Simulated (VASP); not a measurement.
Here is a VASP 6.6.1 calculation.

Contents of INCAR:

```
SYSTEM = Ta
PREC = Accurate
ENCUT = 600
EDIFF = 1E-7
ISMEAR = -1
SIGMA = 0.1
LREAL = .False.
LASPH = .True.
NELM = 100
ALGO = Normal
ISIF = 3
LWAVE = .False.
LCHARG = .False.
GGA = PE
IBRION = 2
NSW = 80
EDIFFG = -0.01
```

File KPOINTS:

```
regular mesh
0
Gamma
  13 13 13
  0 0 0
```

File POSCAR:

```
Ta
1.0
    0.0000000000      2.0825235034      2.0825235034
    2.0825235034      0.0000000000      2.0825235034
    2.0825235034      2.0825235034      0.0000000000
Ta
1
Direct
    0.0000000000      0.0000000000      0.0000000000
```

Potentials or basis: VASP PAW PBE potentials, release 64 (Ta_pv).

The run is started by

```console
$ cat potpaw_PBE.64/Ta_pv/POTCAR > POTCAR
$ mpirun -np 1 vasp_std > vasp.out
```

**Question.** Predict the relaxed cell.

**Answer.** a = 2.986 Å, b = 2.986 Å, c = 2.986 Å, α = 60.00°, β = 60.00°, γ = 60.00°.

**Question.** Predict the relaxed volume.

**Answer.** 18.84 Å³/atom.

**Question.** Predict the space group after relaxing (to 0.05 Å).

**Answer.** Fm-3m (No. 225).

Final structure:
```cif
data_structure
_symmetry_space_group_name_H-M 'P 1'
_symmetry_Int_Tables_number 1
_cell_length_a 2.9865
_cell_length_b 2.9865
_cell_length_c 2.9865
_cell_angle_alpha 60.000
_cell_angle_beta 60.000
_cell_angle_gamma 60.000
_cell_volume 18.84
loop_
_atom_site_label
_atom_site_type_symbol
_atom_site_fract_x
_atom_site_fract_y
_atom_site_fract_z
_atom_site_occupancy
Ta1 Ta 0.00000 0.00000 0.00000 1
```
